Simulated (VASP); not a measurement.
# Bi (Im-3m) in VASP: notebook

The runs below take Bi through single point, with PBE.

All numbers are computed with VASP 6.6.1; they aren't measurements. Logs are shortened: lines on timing, memory, paths and dates and some standing lists are left out, and cuts for length are marked.

### 1 The cell of the first run

Symmetry: Im-3m, No. 229, cubic system. The conventional cell has a = 4.038 Å, b = 4.038 Å, c = 4.038 Å, α = 90.00°, β = 90.00°, γ = 90.00°. Bi (site symmetry m-3m) has 14 Bi at 3.50 to 4.04 Å within 4.6 Å.

### 2 Single point, PBE

Input file INCAR:

```
SYSTEM = Bi
ALGO = Normal ; EDIFF = 1E-6
ENCUT = 520 ; GGA = PE
ISIF = 2 ; ISMEAR = -1
LASPH = .TRUE. ; LCHARG = .FALSE.
LREAL = .FALSE. ; LWAVE = .FALSE.
NBANDS = 14 ; NELM = 100
PREC = Accurate ; SIGMA = 0.06122561905347299
```

Input file KPOINTS:

```
k-points
0
G
  38 38 38
  0 0 0
```

Input file POSCAR:

```
Bi
1.0
   -2.0191585719      2.0191585719      2.0191585719
    2.0191585719     -2.0191585719      2.0191585719
    2.0191585719      2.0191585719     -2.0191585719
Bi
1
Direct
    0.0000000000      0.0000000000      0.0000000000
```

Potentials or basis: VASP PAW PBE potentials, release 64 (Bi_d).

On the command line:

```
$ cat potpaw_PBE.64/Bi_d/POTCAR > POTCAR
$ mpirun -np 1 vasp_std > vasp.out
```

OUTCAR:

```text
SYSTEM = Bi
   EDIFF = 1E-6
   ENCUT = 520
   GGA = PE
   ISIF = 2
   ISMEAR = -1
   LASPH = .TRUE.
   LREAL = .FALSE.
   NELM = 100
   PREC = Accurate

 ion  position               nearest neighbor table
   1  0.000  0.000  0.000-

  LATTYP: Found a body centered cubic cell.
 ALAT       =     4.0383171438

  Lattice vectors:

 A1 = (  -2.0191585719,   2.0191585719,   2.0191585719)
 A2 = (   2.0191585719,  -2.0191585719,   2.0191585719)
 A3 = (   2.0191585719,   2.0191585719,  -2.0191585719)

Analysis of symmetry for initial positions (statically):
=====================================================================
 Subroutine PRICEL returns:
 Original cell was already a primitive cell.

 Routine SETGRP: Setting up the symmetry group for a
 body centered cubic supercell.

 Subroutine GETGRP returns: Found 48 space group operations
 (whereof 48 operations were pure point group operations)
 out of a pool of 48 trial point group operations.

The static configuration has the point symmetry O_h .

Analysis of symmetry for dynamics (positions and initial velocities):
=====================================================================
 Subroutine PRICEL returns:
 Original cell was already a primitive cell.

 Routine SETGRP: Setting up the symmetry group for a
 body centered cubic supercell.

 Subroutine GETGRP returns: Found 48 space group operations
 (whereof 48 operations were pure point group operations)
 out of a pool of 48 trial point group operations.

The dynamic configuration has the point symmetry O_h .

 Subroutine INISYM returns: Found 48 space group operations
 (whereof 48 operations are pure point group operations),
 and found     1 'primitive' translations

----------------------------------------------------------------------------------------

                                     Primitive cell

  volume of cell :      32.9284

  direct lattice vectors                    reciprocal lattice vectors
    -2.019158572  2.019158572  2.019158572     0.000000000  0.247627902  0.247627902
     2.019158572 -2.019158572  2.019158572     0.247627902  0.000000000  0.247627902
     2.019158572  2.019158572 -2.019158572     0.247627902  0.247627902  0.000000000

  length of vectors
     3.497285235  3.497285235  3.497285235     0.350198737  0.350198737  0.350198737

[... 83 lines left out ...]
   NFREE  =      0    steps in history (QN), initial steepest desc. (CG)
   ISIF   =      2    stress and relaxation
   ISYM   =      2    0-nonsym 1-usesym 2-fastsym
   POTIM  = 0.5000    time-step for ionic-motion
   TEBEG  =    0.0;   TEEND  =   0.0 temperature during run
   PSTRESS=    0.0 pullay stress
   NELECT =      15.0000    total number of electrons
   NUPDOWN=      -1.0000    fix difference up-down
   EMIN   =  10.00;   EMAX   =-10.00  energy-range for DOS
   EFERMI =   0.00;   METHOD = LEGACY
   ISMEAR =    -1;   SIGMA  =   0.06  broadening in eV -4-tet -1-fermi 0-gaus
   EFERMI_NEDOS =   21; number of points for ismear=-14 and -15
   IALGO  =     38    algorithm
   IMIX   =      4    mixing-type and parameters
     AMIX     =   0.40;   BMIX     =  1.00
     AMIX_MAG =   1.60;   BMIX_MAG =  1.00
  volume/ion in A,a.u.               =      32.93       222.21
  Fermi-wavevector in a.u.,A,eV,Ry     =   1.259645  2.380384 21.588439  1.586705
  Thomas-Fermi vector in A             =   2.393194
   LORBIT       =      0    0 simple, 1 ext, 2 COOP (PROOUT), +10 PAW based schemes
   GGA     = PE    functional components
   LHFCALC =     F    Hartree Fock is set to
   AEXX    =    0.0000 exact exchange contribution
   IVDW    =     0    specifies the selected vdW correction
   LEPSILON=     F    determine dielectric tensor
   LRPA    =     F    only Hartree local field effects (RPA)
 non-spin polarized calculation
  energy-cutoff  :      520.00
  volume of cell :       32.93
 maximum number of plane-waves:       935
 NGX is ok and might be reduce to    28
   NGX = 13   NGY = 13   NGZ = 13

 number of electron      15.0000006 magnetization

 Free energy of the ion-electron system (eV)
  ---------------------------------------------------
  ext. energy  EPLUGINS =         0.00000000
  ---------------------------------------------------
  free energy    TOTEN  =        -3.75217006 eV

  energy without entropy =       -3.74371378  energy(sigma->0) =       -3.74794192

 E-fermi :   7.2192     XC(G=0): -10.0260

 val. band max:        7.2184168218   @ k =   0.3158   0.1316   0.0526
 cond. band min:       7.2232375047   @ k =   0.3684   0.1316   0.0263
 fundamental gap:      0.0048206829
 Fermi energy:         7.2191590486

 k-point     1 :       0.0000    0.0000    0.0000
  band No.  band energies     occupation
      1     -15.7717      2.00000
      2     -15.7717      2.00000
      3     -15.7717      2.00000
      4     -15.6654      2.00000
      5     -15.6654      2.00000
      6      -5.9160      2.00000
      7      11.9531      0.00000
      8      11.9531      0.00000
      9      11.9531      0.00000
     10      15.6574      0.00000
     11      17.6855      0.00000
     12      17.6855      0.00000
     13      17.6855      0.00000
     14      18.5625      0.00000
[... 377 lines left out ...]
      1     -15.7754      2.00000
      2     -15.7648      2.00000
      3     -15.7478      2.00000
      4     -15.6704      2.00000
      5     -15.6663      2.00000
      6      -5.6707      2.00000
      7       9.8224      0.00000
      8      11.2923      0.00000
      9      11.7131      0.00000
     10      15.7966      0.00000
     11      16.5565      0.00000
     12      17.2618      0.00000
     13      17.6028      0.00000
     14      19.3774      0.00000

 [... further k-points ...]

------------------------ aborting loop because EDIFF is reached ----------------------------------------

  FORCE on cell =-STRESS in cart. coord.  units (eV):
  Direction    XX          YY          ZZ          XY          YZ          ZX
  --------------------------------------------------------------------------------------
  -------------------------------------------------------------------------------------
  Total       -0.4133042     -0.4133042     -0.4133042     -0.0000000     -0.0000000     -0.0000000
  in kB      -20.1098659    -20.1098659    -20.1098659     -0.0000000     -0.0000000     -0.0000000
  external PRESSURE =     -20.1098659 kB  Pullay stress =       0.0000000 kB

 VOLUME and BASIS-vectors are now :
 -----------------------------------------------------------------------------
  energy-cutoff  :      520.00
  volume of cell :       32.93
      direct lattice vectors                 reciprocal lattice vectors
    -2.019158572  2.019158572  2.019158572     0.000000000  0.247627902  0.247627902
     2.019158572 -2.019158572  2.019158572     0.247627902  0.000000000  0.247627902
     2.019158572  2.019158572 -2.019158572     0.247627902  0.247627902  0.000000000

 POSITION                                       TOTAL-FORCE (eV/Angst)
 -----------------------------------------------------------------------------------
      0.00000      0.00000      0.00000        -0.000000      0.000000     -0.000000
 -----------------------------------------------------------------------------------
    total drift:                                0.000000     -0.000000     -0.000000

  FREE ENERGIE OF THE ION-ELECTRON SYSTEM (eV)
  ---------------------------------------------------
  free  energy   TOTEN  =        -3.7521700592 eV

  energy  without entropy=       -3.7437137773  energy(sigma->0) =       -3.74794192
```

Wall time 3.1 min (1 thread of Intel Xeon 6975P-C (Granite Rapids), shared host); peak memory 0.66 GiB.

Results:

```
Free energy : -3.7522 eV
Pressure    : -2.0 GPa
```

Levels at points of the mesh, in eV from the Fermi level:
| k point | band 3 | band 4 | band 5 | band 6 | band 7 | band 8 | band 9 | band 10 | band 11 | band 12 |
| --- | --- | --- | --- | --- | --- | --- | --- | --- | --- | --- |
| (0.00, 0.00, 0.00) | -22.99 | -22.88 | -22.88 | -13.14 | 4.73 | 4.73 | 4.73 | 8.44 | 10.47 | 10.47 |
| (0.50, 0.00, 0.00) | -22.89 | -22.89 | -22.82 | -10.40 | -4.74 | 1.48 | 3.30 | 5.79 | 7.44 | 12.09 |
| (0.50, 0.50, 0.50) | -22.83 | -22.83 | -22.83 | -8.53 | -1.67 | -1.67 | -1.67 | 3.60 | 3.60 | 15.19 |

Caveat: spin-orbit coupling is left out, which moves the levels of the heavy elements.

### 3 Single point, PBE

This run uses another cell than the first one, of 33.56 Å³/atom, 1.019 times its volume.

Input file INCAR:

```
ALGO = Normal ; EDIFF = 1E-7
ENCUT = 520 ; GGA = PE
ISIF = 2 ; ISMEAR = -1
LASPH = True ; LCHARG = True
LELF = True ; LREAL = False
LVHAR = True ; LWAVE = False
NBANDS = 14 ; NELM = 100
PREC = Accurate ; SIGMA = 0.06122561905347299
```

Input file KPOINTS:

```
k-points
0
Gamma
  38 38 38
```

Input file POSCAR:

```
Bi
1.0
   -2.0320198013      2.0320198013      2.0320198013
    2.0320198013     -2.0320198013      2.0320198013
    2.0320198013      2.0320198013     -2.0320198013
Bi
1
Direct
    0.0000000000      0.0000000000      0.0000000000
```

Potentials or basis: VASP PAW PBE potentials, release 64 (Bi_d).

On the command line:

```
$ cat potpaw_PBE.64/Bi_d/POTCAR > POTCAR
$ mpirun -np 1 vasp_std > vasp.out
```

OUTCAR:

```text
EDIFF = 1E-7
   ENCUT = 520
   GGA = PE
   ISIF = 2
   ISMEAR = -1
   LASPH = True
   LREAL = False
   NELM = 100
   PREC = Accurate

 ion  position               nearest neighbor table
   1  0.000  0.000  0.000-

  LATTYP: Found a body centered cubic cell.
 ALAT       =     4.0640396026

  Lattice vectors:

 A1 = (  -2.0320198013,   2.0320198013,   2.0320198013)
 A2 = (   2.0320198013,  -2.0320198013,   2.0320198013)
 A3 = (   2.0320198013,   2.0320198013,  -2.0320198013)

Analysis of symmetry for initial positions (statically):
=====================================================================
 Subroutine PRICEL returns:
 Original cell was already a primitive cell.

 Routine SETGRP: Setting up the symmetry group for a
 body centered cubic supercell.

 Subroutine GETGRP returns: Found 48 space group operations
 (whereof 48 operations were pure point group operations)
 out of a pool of 48 trial point group operations.

The static configuration has the point symmetry O_h .

[... 166 lines left out ...]
      1     -15.9843      2.00000
      2     -15.9843      2.00000
      3     -15.9843      2.00000
      4     -15.8848      2.00000
      5     -15.8848      2.00000
      6      -6.0205      2.00000
      7      11.6016      0.00000
      8      11.6016      0.00000
      9      11.6016      0.00000
     10      15.2098      0.00000
     11      17.4522      0.00000
     12      17.4522      0.00000
     13      17.4522      0.00000
     14      18.2264      0.00000
[... 377 lines left out ...]
      1     -15.9878      2.00000
      2     -15.9778      2.00000
      3     -15.9619      2.00000
      4     -15.8895      2.00000
      5     -15.8857      2.00000
      6      -5.7815      2.00000
      7       9.5117      0.00000
      8      10.9639      0.00000
      9      11.3738      0.00000
     10      15.5004      0.00000
     11      16.2901      0.00000
     12      16.9295      0.00000
     13      17.2895      0.00000
     14      19.0385      0.00000

 [... further k-points ...]

------------------------ aborting loop because EDIFF is reached ----------------------------------------

  FORCE on cell =-STRESS in cart. coord.  units (eV):
  Direction    XX          YY          ZZ          XY          YZ          ZX
  --------------------------------------------------------------------------------------
  -------------------------------------------------------------------------------------
  Total       -0.5883547     -0.5883547     -0.5883547     -0.0000000      0.0000000     -0.0000000
  in kB      -28.0870422    -28.0870422    -28.0870422     -0.0000000      0.0000000     -0.0000000
  external PRESSURE =     -28.0870422 kB  Pullay stress =       0.0000000 kB

 VOLUME and BASIS-vectors are now :
 -----------------------------------------------------------------------------
  energy-cutoff  :      520.00
  volume of cell :       33.56
      direct lattice vectors                 reciprocal lattice vectors
    -2.032019801  2.032019801  2.032019801     0.000000000  0.246060594  0.246060594
     2.032019801 -2.032019801  2.032019801     0.246060594  0.000000000  0.246060594
     2.032019801  2.032019801 -2.032019801     0.246060594  0.246060594  0.000000000

 POSITION                                       TOTAL-FORCE (eV/Angst)
 -----------------------------------------------------------------------------------
      0.00000      0.00000      0.00000        -0.000000     -0.000000      0.000000
 -----------------------------------------------------------------------------------
    total drift:                                0.000000     -0.000000     -0.000000

  FREE ENERGIE OF THE ION-ELECTRON SYSTEM (eV)
  ---------------------------------------------------
  free  energy   TOTEN  =        -3.7429193068 eV

  energy  without entropy=       -3.7342439287  energy(sigma->0) =       -3.73858162
```

Wall time 5.4 min (1 thread of Intel Xeon 6975P-C (Granite Rapids), shared host); peak memory 0.66 GiB.

What came out:

* Free energy: -3.7429 eV
* Pressure: -2.8 GPa

Caveat: spin-orbit coupling is left out, which moves the levels of the heavy elements.
